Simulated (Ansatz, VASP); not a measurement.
## Two plane-wave programs on GaGe3

```xyz
4
Lattice="0.0000 3.3872 3.3872 3.3872 0.0000 3.3872 3.3872 3.3872 0.0000" Properties=species:S:1:pos:R:3 pbc="T T T"
Ge    3.3872    3.3872    3.3872
Ge    5.0808    5.0808    5.0808
Ge    1.6936    1.6936    1.6836
Ga    0.0000    0.0000    0.0000
```

Alike in both runs: task single point; functional PBE; k mesh 7 × 7 × 7; occupations fermi-dirac, width 0.02 eV; no spin polarisation.

|  | VASP | Ansatz |
| --- | --- | --- |
| version | VASP 6.6.1 | Ansatz 0.2.0 |
| potentials or method | VASP PAW PBE potentials, release 64 (Ge_d, Ga_d), cutoff 500 eV | scalar-relativistic, plane waves |
| valence electrons in the cell | 55 | 55 |

|  | VASP | Ansatz | Ansatz less VASP |
| --- | --- | --- | --- |
| rms of the force components (eV/Å) | 0.006 | 0.006 | -0.0001 |

Atom by atom the forces differ by 0.000 eV/Å (rms over components). The functional is the same, so the differences come from potentials, cutoffs and numerics.
